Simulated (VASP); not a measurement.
Here is a VASP 6.6.1 calculation.

INCAR

```
ALGO = Normal ; EDIFF = 1E-8
ENCUT = 400 ; GGA = PS
GGA_COMPAT = False ; ISIF = 2
ISMEAR = -1 ; LASPH = True
LCHARG = False ; LEFG = True
LREAL = False ; LWAVE = False
NBANDS = 16 ; NELM = 120
PREC = Accurate ; SIGMA = 0.02
```

KPOINTS

```
k-points
0
Gamma
  7 7 7
```

File POSCAR:

```
AgBr
1.0
    0.0000000000      2.8860500000      2.9437710000
    2.8860500000      0.0000000000      2.9437710000
    2.8860500000      2.8860500000      0.0000000000
Ag Br
1 1
Direct
    0.5000000000      0.5000000000      0.5000000000
    0.0000000000      0.0000000000      0.0000000000
```

Potentials or basis: VASP PAW PBE potentials, release 64 (Ag, Br).

Run with:

```bash
$ cat potpaw_PBE.64/Ag/POTCAR potpaw_PBE.64/Br/POTCAR > POTCAR
$ mpirun -np 1 vasp_std > vasp.out
```

(1) Predict the band gap on the k mesh.

(2) Predict the pressure.

Results:

(1) 0.53 eV (least direct gap 2.29 eV).

(2) -3.2 GPa.

Caveat: the cell differs from its parent crystal (zz strain of +2 %); the cell stands under tension; semilocal functionals underestimate gaps, and a narrow one can read as zero; without QUAD_EFG the Cq values of the log hold for a quadrupole moment of 1 mb, not for the nuclei; the PAW data sets were made with another functional, which shifts forces and pressure a little.
